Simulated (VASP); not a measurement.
A run of VASP 6.6.1 is set up as follows.

File INCAR:

```
  PREC = Accurate
  ENCUT = 600
  EDIFF = 1E-8
  ISMEAR = 0
  SIGMA = 0.01
  LREAL = False
  LASPH = True
  NELM = 60
  ALGO = Normal
  ISIF = 3
  LWAVE = False
  LCHARG = False
  GGA = PE
  IBRION = 6
  NFREE = 2
  POTIM = 0.015
  NSW = 1
```

File KPOINTS:

```
Automatic mesh
0
Gamma
  10 10 10
```

File POSCAR:

```
ZnS
1.0
    0.0000000000      2.6469815675      2.6469815675
    2.6469815675      0.0000000000      2.6469815675
    2.6469815675      2.6469815675      0.0000000000
Zn S
1 1
Direct
    0.0000000000      0.0000000000      0.0000000000
    0.7500000000      0.7500000000      0.7500000000
```

Potentials or basis: VASP PAW PBE potentials, release 64 (Zn, S).

Launch:

```sh
$ cat potpaw_PBE.64/Zn/POTCAR potpaw_PBE.64/S/POTCAR > POTCAR
$ mpirun -np 1 vasp_std > vasp.out
```

Task: What does it give for the elastic constants C11, C12, C44?

Result: 117, 80, 47 GPa.

Task: Predict the Voigt bulk modulus.

Result: 93 GPa.

Task: Estimate the highest phonon frequency at Γ, LO-TO splitting left out.

Result: 301 cm⁻¹.

Clamped-ion elastic tensor (GPa):
```
117  80  80   0   0   0
 80 117  80   0   0   0
 80  80 117   0   0   0
  0   0   0  87   0   0
  0   0   0   0  87   0
  0   0   0   0   0  87
```

Caveat: the cell is under stress, which shifts elastic constants.
